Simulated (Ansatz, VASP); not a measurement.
One calculation of IrS, two programs

Contents of INCAR:

```
SYSTEM = IrS
ALGO = Normal
EDIFF = 1E-6
ENCUT = 520
GGA = PE
ISIF = 2
ISMEAR = 0
LASPH = .True.
LCHARG = .False.
LREAL = .False.
LWAVE = .False.
NBANDS = 14
NELM = 60
PREC = Accurate
SIGMA = 0.05
```

Contents of KPOINTS:

```
k-points
0
Gamma
  10 10 10
  0 0 0
```

POSCAR

```
IrS
1.0
    0.0000000000      2.6892229870      2.6364931245
    2.6364931245      0.0000000000      2.6364931245
    2.6364931245      2.6892229870      0.0000000000
Ir S
1 1
Direct
    0.0000000000      0.0000000000      0.0000000000
    0.2500000000      0.2500000000      0.2500000000
```

Input for Ansatz:

```yaml
crystal:
  lattice:
    - [0.0, 2.689222987, 2.6364931245]
    - [2.6364931245, 0.0, 2.6364931245]
    - [2.6364931245, 2.689222987, 0.0]
  atoms:
    - { symbol: Ir, position: [0.0, 0.0, 0.0] }
    - { symbol: S, position: [0.25, 0.25, 0.25] }
basis:
  ecutwfc: 420
  ecutrho_ratio: 4
kpoints:
  mp_grid: { grid: [10, 10, 10] }
hamiltonian:
  xc: pbe
scf:
  occupations: { method: gaussian, width: 0.05 }
output:
  forces: true
  stress: true
  eigenvalues: true
```

Change from the starting cell: strain e2 = +0.02, atoms carried along.

Alike in both runs: task single point; functional PBE; k mesh 10 × 10 × 10; occupations gaussian, width 0.05 eV; no spin polarisation.

|  | VASP | Ansatz |
| --- | --- | --- |
| version | VASP 6.6.1 | Ansatz 0.2.0 |
| potentials or method | VASP PAW PBE potentials, release 64 (Ir, S), cutoff 520 eV | scalar-relativistic, plane waves, PAW |
| valence electrons in the cell | 15 | 23 |

|  | VASP | Ansatz | Ansatz less VASP |
| --- | --- | --- | --- |
| gap on the k mesh at the Fermi level (eV) | none | none | - |
| pressure (GPa) | -2.5 | -2.9 | -0.44 |
| traceless stress, the component that is largest in VASP (GPa) | 0.17 | 0.17 | +0.001 |

A gap of «none» marks a metal or a gap that the smearing closes. VASP's potentials hold 15 valence electrons a cell and Ansatz's 23, so a difference there can come from the potentials and not from the codes.

Spin-orbit coupling is off throughout.
